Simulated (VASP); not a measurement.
Mo: single point with PBE

The system is Mo.

```
Mo
1.0
     0.00000    2.01500    2.01500
     2.01500    0.00000    2.01500
     2.01500    2.01500    0.00000
Mo
1
Direct
  0.00000 0.00000 0.00000
```

```json
{
  "Program": "VASP 6.6.1",
  "Task": "single point",
  "Functional": "PBE",
  "Potentials or basis": "VASP PAW PBE potentials, release 64 (Mo_sv)",
  "Cutoff": "500 eV",
  "k mesh": "4 × 4 × 4",
  "Occupations": "fermi-dirac, width 0.02 eV",
  "Spin": "no spin polarisation",
  "Dipole correction": "no",
  "Further INCAR settings": "ALGO = Normal; EDIFF = 1e-06; NBANDS = 13"
}
```

```yaml
Pressure: -2.0 GPa
Band_gap_on_the_k_mesh: zero (band 7 reaches 15.31 eV, above the bottom of band 8 at 10.78 eV)
```

Levels at points of the mesh, in eV from the Fermi level:
| k point | band 4 | band 5 | band 6 | band 7 | band 8 | band 9 | band 10 | band 11 |
| --- | --- | --- | --- | --- | --- | --- | --- | --- |
| (0.00, 0.00, 0.00) | -34.04 | -6.57 | -0.59 | -0.59 | -0.59 | 1.99 | 1.99 | 13.22 |
| (0.50, 0.00, 0.00) | -34.20 | -4.40 | -0.77 | -0.77 | 1.57 | 3.99 | 3.99 | 10.88 |
| (0.50, 0.50, 0.00) | -34.47 | -4.73 | -4.04 | 3.94 | 4.01 | 4.56 | 4.56 | 12.40 |

It took 3 s on 1 thread of Intel Xeon 6975P-C, with other jobs on the host, peak memory 0.14 GiB.

Caveat: the k points lie up to 0.68 Å⁻¹ apart.
